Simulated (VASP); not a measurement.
Here is a VASP 6.6.1 calculation.

INCAR

```
SYSTEM = K6InP3
PREC = Accurate
ENCUT = 520
EDIFF = 1E-6
ISMEAR = -1
SIGMA = 0.002
LREAL = Auto
LASPH = .TRUE.
NELM = 60
ALGO = Normal
ISIF = 2
LWAVE = .FALSE.
LCHARG = .FALSE.
GGA = PS
NBANDS = 98
```

File KPOINTS:

```
Automatic mesh
0
G
  1 1 1
  0 0 0
```

File POSCAR:

```
K6InP3
1.0
    8.3405839969      0.2272636753     -0.1433762724
    4.3330645066      7.0925572150     -0.3492035784
    2.6013019317     -0.2990935731      8.2293080293
K In P
12 2 6
Direct
    0.7186978603      0.8066300297      0.4072422980
    0.2805390842      0.0930805278      0.5798697393
    1.0074511152      0.1496517791      0.3790480939
   -0.0119365196      0.7567761600      0.5565665440
    0.6236609190      0.4717327456      0.6393549642
    0.4650086145      0.3655676068      0.4105361844
    0.8775366707      0.4119049617      0.8582321379
    0.1843516281      0.4314920456      0.1423582896
    0.8392009874      0.7553326041     -0.0125057468
    0.0991583323      0.1304120140      1.0009902734
    0.5447415900      0.4417668767     -0.0101746595
    0.2118910095      0.7548791326      0.7735992643
    0.5556226275      0.0875676148      0.8229904631
    0.4311063558      0.7857901493      0.2030682468
    0.2454050033      0.4208573815      0.7948238339
    0.7380832383      0.4856053202      0.2398012970
    0.6064689292      0.8063597178      0.7592299293
    0.4531938525      0.0505601951      0.2136307257
    0.8574892381      0.1110332822      0.7438677478
    0.1464497591      0.7541188703      0.2136921382
```

Potentials or basis: VASP PAW PBE potentials, release 64 (K_sv, In_d, P).

Run with:

```bash
$ cat potpaw_PBE.64/K_sv/POTCAR potpaw_PBE.64/In_d/POTCAR potpaw_PBE.64/P/POTCAR > POTCAR
$ mpirun -np 1 vasp_gam > vasp.out
```

What does it give for the pressure?

10.7 GPa.

What does it give for the largest force?

3.960 eV/Å.

Forces on the atoms (eV/Å):
```
K    0.082 -0.148 -1.011
K   -0.020  0.054  0.337
K   -0.170 -0.062 -0.014
K    0.613 -0.578  0.548
K   -0.246  0.557 -0.980
K   -0.549 -0.314 -0.276
K    0.996  1.464 -1.065
K   -1.443 -0.821  0.365
K    0.955  0.211  0.477
K    0.709 -1.618  0.708
K   -1.360 -0.245  0.994
K    1.355  1.428  0.496
In   0.811  3.403  0.519
In  -0.995 -1.145  0.274
P   -0.087 -1.886 -0.559
P    0.185 -0.155 -0.204
P   -2.700 -2.894 -0.117
P    0.689  2.112 -0.193
P    0.261 -0.785  0.078
P    0.914  1.424 -0.376
```

Caveat: the k points lie up to 0.90 Å⁻¹ apart; the atoms stand as in a frame of molecular dynamics; the PAW data sets were made with another functional, which shifts forces and pressure a little.
